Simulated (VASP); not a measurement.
# GaC (P6_3mc) in VASP: notebook, part 2 of 2

VASP 6.6.1. Earlier steps stand in the parts before.

**3. Single point, r2SCAN**

This run uses another cell than the first one, of 13.83 Å³/atom.

POSCAR

```
GaC
1.0
    3.4165663148      0.0000000000      0.0000000000
   -1.7082831574      2.9588332223      0.0000000000
    0.0000000000      0.0000000000      5.4715131321
Ga C
2 2
Direct
    0.3333333333      0.6666666667      0.0000000000
    0.6666666667      0.3333333333      0.5000000000
    0.3333333333      0.6666666667      0.3821000000
    0.6666666667      0.3333333333      0.8821000000
```

INCAR.step1

```
PREC = Accurate
ENCUT = 520
ISMEAR = 0
SIGMA = 0.1
LREAL = False
LASPH = True
NELM = 80
NBANDS = 25
GGA = PE
ALGO = Normal
EDIFF = 1E-4
LWAVE = True
LCHARG = False
```

INCAR.step2

```
PREC = Accurate
ENCUT = 520
EDIFF = 1E-6
ISMEAR = 0
SIGMA = 0.1
LREAL = False
LASPH = True
NELM = 80
ALGO = Normal
ISIF = 2
LWAVE = False
LCHARG = False
METAGGA = R2SCAN
LMIXTAU = True
NBANDS = 25
ISTART = 1
```

KPOINTS

```
regular mesh
0
Gamma
  6 6 4
```

Potentials or basis: VASP PAW PBE potentials, release 64 (Ga_d, C).

Launch:

```bash
> cat potpaw_PBE.64/Ga_d/POTCAR potpaw_PBE.64/C/POTCAR > POTCAR
> cp INCAR.step1 INCAR
> mpirun -np 1 vasp_std > vasp.out
> cp INCAR.step2 INCAR
> mpirun -np 1 vasp_std > vasp.out
```

OUTCAR:

```text
PREC = Accurate
   ENCUT = 520
   EDIFF = 1E-6
   ISMEAR = 0
   LREAL = False
   LASPH = True
   NELM = 80
   ISIF = 2
   METAGGA = R2SCAN
   ISTART = 1

 ion  position               nearest neighbor table
   1  0.333  0.667  0.000-   4 2.08   4 2.08   4 2.08   3 2.09
   2  0.667  0.333  0.500-   3 2.08   3 2.08   3 2.08   4 2.09
   3  0.333  0.667  0.382-   2 2.08   2 2.08   2 2.08   1 2.09
   4  0.667  0.333  0.882-   1 2.08   1 2.08   1 2.08   2 2.09

  LATTYP: Found a hexagonal cell.
 ALAT       =     3.4165663148
 C/A-ratio  =     1.6014655148

  Lattice vectors:

 A1 = (   3.4165663148,   0.0000000000,   0.0000000000)
 A2 = (  -1.7082831574,   2.9588332223,   0.0000000000)
 A3 = (   0.0000000000,   0.0000000000,   5.4715131321)

Analysis of symmetry for initial positions (statically):
=====================================================================
 Subroutine PRICEL returns:
 Original cell was already a primitive cell.

 Routine SETGRP: Setting up the symmetry group for a
 hexagonal supercell.

 Subroutine GETGRP returns: Found 12 space group operations
 (whereof  6 operations were pure point group operations)
 out of a pool of 24 trial point group operations.

The static configuration has the point symmetry C_3v.
 The point group associated with its full space group is C_6v.

Analysis of symmetry for dynamics (positions and initial velocities):
=====================================================================
 Subroutine PRICEL returns:
 Original cell was already a primitive cell.

 Routine SETGRP: Setting up the symmetry group for a
 hexagonal supercell.

 Subroutine GETGRP returns: Found 12 space group operations
 (whereof  6 operations were pure point group operations)
 out of a pool of 24 trial point group operations.

The dynamic configuration has the point symmetry C_3v.
 The point group associated with its full space group is C_6v.

 Subroutine INISYM returns: Found 12 space group operations
 (whereof  6 operations are pure point group operations),
 and found     1 'primitive' translations

----------------------------------------------------------------------------------------

                                     Primitive cell

  volume of cell :      55.3118

  direct lattice vectors                    reciprocal lattice vectors
     3.416566315  0.000000000  0.000000000     0.292691524  0.168985530  0.000000000
    -1.708283157  2.958833222  0.000000000     0.000000000  0.337971060  0.000000000
     0.000000000  0.000000000  5.471513132     0.000000000  0.000000000  0.182764799

  length of vectors
     3.416566315  3.416566315  5.471513132     0.337971060  0.337971060  0.182764799

  position of ions in fractional coordinates (direct lattice)
     0.333333333  0.666666667  0.000000000
     0.666666667  0.333333333  0.500000000
     0.333333333  0.666666667  0.382100000
     0.666666667  0.333333333  0.882100000

  ion indices of the primitive-cell ions
   primitive index   ion index
                 1           1
                 2           2
                 3           3
                 4           4

----------------------------------------------------------------------------------------

 KPOINTS: regular mesh

Automatic generation of k-mesh.
 Grid dimensions read from file:
 generate k-points for:    6    6    4

 Generating k-lattice:

  Cartesian coordinates                     Fractional coordinates (reciprocal lattice)
     0.048781921  0.028164255  0.000000000     0.166666667  0.000000000  0.000000000
     0.000000000  0.056328510  0.000000000     0.000000000  0.166666667  0.000000000
     0.000000000  0.000000000  0.045691200     0.000000000  0.000000000  0.250000000

  Length of vectors
     0.056328510  0.056328510  0.045691200

  Shift w.r.t. Gamma in fractional coordinates (k-lattice)
     0.000000000  0.000000000  0.000000000

 Subroutine IBZKPT returns following result:
 ===========================================

 Found     21 irreducible k-points:

 Following reciprocal coordinates:
            Coordinates               Weight
  0.000000  0.000000  0.000000      1.000000
  0.166667  0.000000  0.000000      6.000000
  0.333333 -0.000000  0.000000      6.000000
  0.500000  0.000000  0.000000      3.000000
  0.166667  0.166667  0.000000      6.000000
  0.333333  0.166667  0.000000     12.000000
[... 13 lines left out ...]
  0.333333  0.166667  0.500000     12.000000
  0.333333  0.333333  0.500000      2.000000
   k-points           NKPTS =     21   k-points in BZ     NKDIM =     21   number of bands    NBANDS=     25
   number of dos      NEDOS =    301   number of ions     NIONS =      4
   total plane-waves  NPLWV =  32928
   dimension x,y,z NGX =    28 NGY =   28 NGZ =   42
   dimension x,y,z NGXF=    56 NGYF=   56 NGZF=   84
   ions per type =               2   2
   NGX,Y,Z   is equivalent  to a cutoff of  13.62, 13.62, 12.76 a.u.
   NGXF,Y,Z  is equivalent  to a cutoff of  27.25, 27.25, 25.52 a.u.
 SYSTEM =  unknown system
   PREC   = accura    normal or accurate (medium, high low for compatibility)
   ISTART =      1    job   : 0-new  1-cont  2-samecut
   ICHARG =      0    charge: 1-file 2-atom 10-const
   ISPIN  =      1    spin polarized calculation?
   LNONCOLLINEAR =      F non collinear calculations
   LSORBIT =      F    spin-orbit coupling
   LASPH  =      T    aspherical Exc in radial PAW
   ENCUT  =  520.0 eV  38.22 Ry    6.18 a.u.   6.35  6.35 10.17*2*pi/ulx,y,z
   NELM   =     80;   NELMIN=  2; NELMDL=  0     # of ELM steps
   EDIFF  = 0.1E-05   stopping-criterion for ELM
   LREAL  =      F    real-space projection
   EDIFFG = 0.1E-04   stopping-criterion for IOM
   NSW    =      0    number of steps for IOM
   IBRION =     -1    ionic relax: 0-MD 1-quasi-New 2-CG
   NFREE  =      0    steps in history (QN), initial steepest desc. (CG)
   ISIF   =      2    stress and relaxation
   ISYM   =      2    0-nonsym 1-usesym 2-fastsym
   POTIM  = 0.5000    time-step for ionic-motion
   TEBEG  =    0.0;   TEEND  =   0.0 temperature during run
   PSTRESS=    0.0 pullay stress
   NELECT =      34.0000    total number of electrons
   NUPDOWN=      -1.0000    fix difference up-down
   EMIN   =  10.00;   EMAX   =-10.00  energy-range for DOS
   EFERMI =   0.00;   METHOD = LEGACY
   ISMEAR =     0;   SIGMA  =   0.10  broadening in eV -4-tet -1-fermi 0-gaus
   EFERMI_NEDOS =   21; number of points for ismear=-14 and -15
   IALGO  =     38    algorithm
   IMIX   =      4    mixing-type and parameters
     AMIX     =   0.40;   BMIX     =  1.00
     AMIX_MAG =   1.60;   BMIX_MAG =  1.00
  volume/ion in A,a.u.               =      13.83        93.32
  Fermi-wavevector in a.u.,A,eV,Ry     =   1.391966  2.630434 26.362221  1.937569
  Thomas-Fermi vector in A             =   2.515754
   LORBIT       =      0    0 simple, 1 ext, 2 COOP (PROOUT), +10 PAW based schemes
   METAGGA = R2SCAN    functional components
   LHFCALC =     F    Hartree Fock is set to
   AEXX    =    0.0000 exact exchange contribution
   IVDW    =     0    specifies the selected vdW correction
   LEPSILON=     F    determine dielectric tensor
   LRPA    =     F    only Hartree local field effects (RPA)
 non-spin polarized calculation
 Gauss-broadening in eV      SIGMA  =   0.10
  energy-cutoff  :      520.00
  volume of cell :       55.31
 maximum number of plane-waves:      1508
 NGX is ok and might be reduce to    28
   NGX = 13   NGY = 13   NGZ = 21

 number of electron      33.9999986 magnetization

 Free energy of the ion-electron system (eV)
  ---------------------------------------------------
  ext. energy  EPLUGINS =         0.00000000
  ---------------------------------------------------
  free energy    TOTEN  =       -38.82069934 eV

  energy without entropy =      -38.80417106  energy(sigma->0) =      -38.81243520

 E-fermi :   3.4498     XC(G=0): -11.6998

 val. band max:        3.4043656868   @ k =   0.1667   0.1667   0.2500
 cond. band min:       3.4607102858   @ k =   0.3333   0.3333   0.5000
 fundamental gap:      0.0563445990
 Fermi energy:         3.4498304924

 k-point     1 :       0.0000    0.0000    0.0000
  band No.  band energies     occupation
      1     -10.7212      2.00000
      2     -10.4485      2.00000
      3     -10.4376      2.00000
      4     -10.4376      2.00000
      5     -10.4002      2.00000
      6     -10.4002      2.00000
[... 577 lines left out ...]
     24      13.2712      0.00000
     25      16.9895      0.00000

------------------------ aborting loop because EDIFF is reached ----------------------------------------

  FORCE on cell =-STRESS in cart. coord.  units (eV):
  Direction    XX          YY          ZZ          XY          YZ          ZX
  --------------------------------------------------------------------------------------
  -------------------------------------------------------------------------------------
  Total       -3.8814152     -3.8814152     -2.7470552      0.0000000     -0.0000000      0.0000000
  in kB     -112.4301792   -112.4301792    -79.5719817      0.0000000     -0.0000000      0.0000000
  external PRESSURE =    -101.4774467 kB  Pullay stress =       0.0000000 kB

 VOLUME and BASIS-vectors are now :
 -----------------------------------------------------------------------------
  energy-cutoff  :      520.00
  volume of cell :       55.31
      direct lattice vectors                 reciprocal lattice vectors
     3.416566315  0.000000000  0.000000000     0.292691524  0.168985530  0.000000000
    -1.708283157  2.958833222  0.000000000     0.000000000  0.337971060  0.000000000
     0.000000000  0.000000000  5.471513132     0.000000000  0.000000000  0.182764799

 POSITION                                       TOTAL-FORCE (eV/Angst)
 -----------------------------------------------------------------------------------
     -0.00000      1.97256      0.00000         0.000000     -0.000000      0.076250
      1.70828      0.98628      2.73576        -0.000000      0.000000      0.076250
     -0.00000      1.97256      2.09067         0.000000      0.000000     -0.076250
      1.70828      0.98628      4.82642         0.000000      0.000000     -0.076250
 -----------------------------------------------------------------------------------
    total drift:                                0.000001      0.000002      0.005477

  FREE ENERGIE OF THE ION-ELECTRON SYSTEM (eV)
  ---------------------------------------------------
  free  energy   TOTEN  =       -38.8206993367 eV

  energy  without entropy=      -38.8041710601  energy(sigma->0) =      -38.81243520
```

Run time: 70 s. Hardware: 1 thread of Intel Xeon 6975P-C (Granite Rapids), shared host; peak memory 0.19 GiB.

What came out:

```
Free energy            : -38.8207 eV
Pressure               : -10.1 GPa
Largest force          : 0.076 eV/Å
Band gap on the k mesh : zero (bands 17 and 18 overlap by 2.99 eV)
```

Forces on the atoms (eV/Å):
```
Ga   0.000  0.000  0.076
Ga   0.000  0.000  0.076
C    0.000  0.000 -0.076
C    0.000  0.000 -0.076
```

Stress tensor (GPa, compression positive):
```
-11.24   0.00   0.00
  0.00 -11.24   0.00
  0.00   0.00  -7.96
```

Caveat: the cell stands under tension; the PAW data sets were made with another functional, which shifts forces and pressure a little.

**4. Relaxation of cell and atoms, r2SCAN**

This run uses another cell than the first one, of 13.83 Å³/atom.

POSCAR is that of step 3.

INCAR.step1

```
SYSTEM = GaC
PREC = Accurate
ENCUT = 600
ISMEAR = 0
SIGMA = 0.1
LREAL = .FALSE.
LASPH = .TRUE.
NELM = 100
GGA = PE
ALGO = Normal
EDIFF = 1E-4
LWAVE = .TRUE.
LCHARG = .FALSE.
```

INCAR.step2

```
SYSTEM = GaC
PREC = Accurate
ENCUT = 600
EDIFF = 1E-6
ISMEAR = 0
SIGMA = 0.1
LREAL = .FALSE.
LASPH = .TRUE.
NELM = 100
ALGO = Normal
ISIF = 3
LWAVE = .FALSE.
LCHARG = .FALSE.
METAGGA = R2SCAN
LMIXTAU = .TRUE.
IBRION = 2
NSW = 90
EDIFFG = -0.04
ISTART = 1
```

KPOINTS

```
Automatic mesh
0
G
  6 6 4
  0 0 0
```

Launch:

```bash
> cat potpaw_PBE.64/Ga_d/POTCAR potpaw_PBE.64/C/POTCAR > POTCAR
> cp INCAR.step1 INCAR
> mpirun -np 1 vasp_std > vasp.out
> cp INCAR.step2 INCAR
> mpirun -np 1 vasp_std > vasp.out
```

Wall time 9.5 min (1 thread of Intel Xeon 6975P-C (Granite Rapids), shared host); peak memory 0.22 GiB.

Results (log left out):

```yaml
Free_energy: -39.0426 eV
Relaxed_volume: 12.62 Å³/atom
Relaxed_cell: a = 3.228 Å, b = 3.228 Å, c = 5.594 Å, α = 90.00°, β = 90.00°, γ = 120.00°
Space_group_after_relaxing_to_0.1_Å: P6_3mc (No. 186)
Energy_gained_by_relaxing: 54.8 meV/atom
Ionic_steps: 12
Pressure_after_relaxing: -0.4 GPa
Largest_force_after_relaxing: 0.025 eV/Å
Band_gap_on_the_k_mesh: zero (bands 17 and 18 overlap by 3.58 eV)
```

Forces on the atoms (eV/Å):
```
Ga   0.000  0.000  0.025
Ga   0.000  0.000  0.025
C    0.000  0.000 -0.025
C    0.000  0.000 -0.025
```

Stress tensor (GPa, compression positive):
```
-0.33  0.00  0.00
 0.00 -0.33  0.00
 0.00  0.00 -0.49
```

The path:
```tsv
step	energy change (eV)	largest force (eV/Å)	pressure (GPa)	volume (Å³)
1	0.0000	0.0714	-10.30	55.31
2	-0.1266	0.3132	6.91	48.49
3	-0.1690	0.2248	0.15	50.59
4	-0.1783	0.1584	0.23	50.54
5	-0.1877	0.0103	0.47	50.43
6	-0.1885	0.0912	0.62	50.39
7	-0.1941	0.0387	0.38	50.46
8	-0.2116	0.0835	-0.41	50.67
9	-0.2128	0.1205	-2.21	51.03
10	-0.2163	0.0772	-1.54	50.90
11	-0.2171	0.0556	-1.15	50.83
12	-0.2193	0.0253	-0.38	50.50
```

Final structure:
```yaml
crystal:
  lattice:
    - [3.22850, 0.00000, 0.00000]
    - [-1.61425, 2.79596, 0.00000]
    - [0.00000, 0.00000, 5.59411]
  atoms:
    - { symbol: Ga, position: [0.33333, 0.66667, 0.01343] }
    - { symbol: Ga, position: [0.66667, 0.33333, 0.51343] }
    - { symbol: C, position: [0.33333, 0.66667, 0.36867] }
    - { symbol: C, position: [0.66667, 0.33333, 0.86867] }
```

Levels at points of the mesh, in eV from the Fermi level:
```tsv
k point	band 13	band 14	band 15	band 16	band 17	band 18	band 19	band 20	band 21
(0.00, 0.00, 0.00)	-6.85	0.65	0.65	1.01	1.83	1.83	5.10	6.68	9.73
(0.50, 0.00, 0.00)	-5.82	-4.49	-3.62	-1.51	-1.34	0.58	5.90	6.30	7.32
(0.00, 0.00, 0.50)	-3.15	-3.15	1.21	1.21	1.21	1.21	7.08	7.08	9.36
(0.50, 0.00, 0.50)	-5.98	-5.98	-1.14	-1.14	-0.50	-0.50	5.19	5.19	7.96
```

Caveat: the PAW data sets were made with another functional, which shifts forces and pressure a little.

**5. Single point, r2SCAN**

POSCAR

```
GaC
1.0
    3.2232456444      0.0000000000      0.0000000000
   -1.6116228222      2.7914126107      0.0000000000
    0.0000000000      0.0000000000      5.5856385932
Ga C
2 2
Direct
    0.3333333333      0.6666666667      0.0137328928
    0.6666666667      0.3333333333      0.5137328928
    0.3333333333      0.6666666667      0.3683671072
    0.6666666667      0.3333333333      0.8683671072
```

INCAR.step1

```
  ALGO = Normal
  EDIFF = 1E-4
  ENCUT = 520
  GGA = PE
  ISMEAR = 0
  LASPH = True
  LCHARG = False
  LREAL = False
  LWAVE = True
  NBANDS = 25
  NELM = 60
  PREC = Accurate
  SIGMA = 0.1
```

INCAR.step2

```
  ALGO = Normal
  EDIFF = 1E-6
  ENCUT = 520
  ISIF = 2
  ISMEAR = 0
  ISTART = 1
  LASPH = True
  LCHARG = True
  LELF = True
  LMIXTAU = True
  LREAL = False
  LVHAR = True
  LWAVE = False
  METAGGA = R2SCAN
  NBANDS = 25
  NELM = 60
  PREC = Accurate
  SIGMA = 0.1
```

KPOINTS

```
k-points
0
Gamma
  18 18 8
```

Launch:

```bash
> cat potpaw_PBE.64/Ga_d/POTCAR potpaw_PBE.64/C/POTCAR > POTCAR
> cp INCAR.step1 INCAR
> mpirun -np 1 vasp_std > vasp.out
> cp INCAR.step2 INCAR
> mpirun -np 1 vasp_std > vasp.out
```

Run time: 5.2 min. Hardware: 1 thread of Intel Xeon 6975P-C (Granite Rapids), shared host; peak memory 0.32 GiB.

Results (log left out):

| Property | Result |
| --- | --- |
| Free energy | -39.0174 eV |
| Pressure | 0.5 GPa |
| Largest force | 0.010 eV/Å |
| Band gap on the k mesh | zero (bands 17 and 18 overlap by 3.75 eV) |

Forces in eV/Å, atoms in the order of the input:
```
Ga   0.000  0.000 -0.010
Ga   0.000  0.000 -0.010
C    0.000  0.000  0.010
C    0.000  0.000  0.010
```

Stress tensor (GPa, compression positive):
```
0.47 0.00 0.00
0.00 0.47 0.00
0.00 0.00 0.61
```

Levels at points of the mesh, in eV from the Fermi level:
| k point | band 15 | band 16 | band 17 | band 18 | band 19 | band 20 |
| --- | --- | --- | --- | --- | --- | --- |
| (0.00, 0.00, 0.00) | 0.71 | 1.05 | 1.90 | 1.90 | 5.19 | 6.77 |
| (0.50, 0.00, 0.00) | -3.60 | -1.48 | -1.30 | 0.64 | 5.97 | 6.35 |
| (0.00, 0.00, 0.50) | 1.27 | 1.27 | 1.27 | 1.27 | 7.17 | 7.17 |
| (0.50, 0.00, 0.50) | -1.10 | -1.10 | -0.45 | -0.45 | 5.25 | 5.25 |

Caveat: the PAW data sets were made with another functional, which shifts forces and pressure a little.

**6. Summary**

```csv
task,cell,k mesh,cutoff (eV),gap on the mesh (eV),pressure (GPa),largest force (eV/Å)
single point,"a = 3.222, b = 3.222, c = 5.583 Å, angles 90.0, 90.0, 120.0°, 4 atoms, atomic positions A",6 × 6 × 4,520,none,0.7,0.02
single point,"a = 3.417, b = 3.417, c = 5.472 Å, angles 90.0, 90.0, 120.0°, 4 atoms, atomic positions B",6 × 6 × 4,520,none,-10.1,0.08
relaxation of cell and atoms,"relaxed from a = 3.417, b = 3.417, c = 5.472 Å, angles 90.0, 90.0, 120.0°, 4 atoms, atomic positions B",6 × 6 × 4,600,none,-0.4,0.03
single point,"a = 3.223, b = 3.223, c = 5.586 Å, angles 90.0, 90.0, 120.0°, 4 atoms, atomic positions C",18 × 18 × 8,520,none,0.5,0.01
```

Alike in all rows: level r2SCAN; potentials or basis VASP PAW PBE potentials, release 64 (Ga_d, C); no spin polarisation; smearing gaussian 0.1 eV.

Caveats: some runs use coarse meshes; the PAW data sets were made with another functional, which shifts forces and pressure a little; the cell stands under tension (at least some runs).

Total energies depend on the potentials used, so only differences within one code and one set of settings carry meaning.

The gap in the log of VASP goes by the Fermi energy; the results here count the filled bands.